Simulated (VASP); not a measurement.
Write the native input for VASP 6.6.1 that does the following.

```
Task                   : single point
Functional             : r2SCAN
Potentials or basis    : VASP PAW PBE potentials, release 64 (B, Bi_d)
Cutoff                 : 520 eV
k mesh                 : 6 × 6 × 4
Occupations            : fermi-dirac, width 0.02 eV
Spin                   : no spin polarisation
Dipole correction      : no
Further INCAR settings : ALGO = Normal; EDIFF = 1e-06; NBANDS = 26
```

Crystal: BiB.

```xyz
4
Lattice="3.8656 0.0000 0.0000 -1.9328 3.3477 0.0000 0.0000 0.0000 6.3754" Properties=species:S:1:pos:R:3 pbc="T T T"
B     0.0000    2.2318    0.0016
B     1.9328    1.1159    3.1893
Bi    0.0000    2.2318    2.3892
Bi    1.9328    1.1159    5.5770
```

The input as run:

POSCAR

```
BiB
1.0
    3.8655765108      0.0000000000      0.0000000000
   -1.9327882554      3.3476874586      0.0000000000
    0.0000000000      0.0000000000      6.3754468231
B Bi
2 2
Direct
    0.3333333333      0.6666666667      0.0002433735
    0.6666666667      0.3333333333      0.5002433735
    0.3333333333      0.6666666667      0.3747566265
    0.6666666667      0.3333333333      0.8747566265
```

INCAR.step1

```
SYSTEM = BiB
ALGO = Normal
EDIFF = 1E-4
ENCUT = 520
GGA = PE
ISMEAR = -1
LASPH = .TRUE.
LCHARG = .FALSE.
LREAL = .FALSE.
LWAVE = .TRUE.
NBANDS = 26
NELM = 80
PREC = Accurate
SIGMA = 0.02
```

INCAR.step2

```
SYSTEM = BiB
ALGO = Normal
EDIFF = 1E-6
ENCUT = 520
ISIF = 2
ISMEAR = -1
ISTART = 1
LASPH = .TRUE.
LCHARG = .FALSE.
LMIXTAU = .TRUE.
LREAL = .FALSE.
LWAVE = .FALSE.
METAGGA = R2SCAN
NBANDS = 26
NELM = 80
PREC = Accurate
SIGMA = 0.02
```

KPOINTS

```
k-points
0
G
  6 6 4
  0 0 0
```

Potentials or basis: VASP PAW PBE potentials, release 64 (B, Bi_d).

Run with:

```bash
$ cat potpaw_PBE.64/B/POTCAR potpaw_PBE.64/Bi_d/POTCAR > POTCAR
$ cp INCAR.step1 INCAR
$ mpirun -np 1 vasp_std > vasp.out
$ cp INCAR.step2 INCAR
$ mpirun -np 1 vasp_std > vasp.out
```

It gave:

The pressure is -0.1 GPa and the band gap on the k mesh is 0.20 eV, direct.

Caveat: the PAW data sets were made with another functional, which shifts forces and pressure a little; spin-orbit coupling is left out, which moves the levels of the heavy elements.

Run time: 2.7 min on 1 thread of Intel Xeon 6975P-C, on a shared host, peak memory 0.22 GiB.
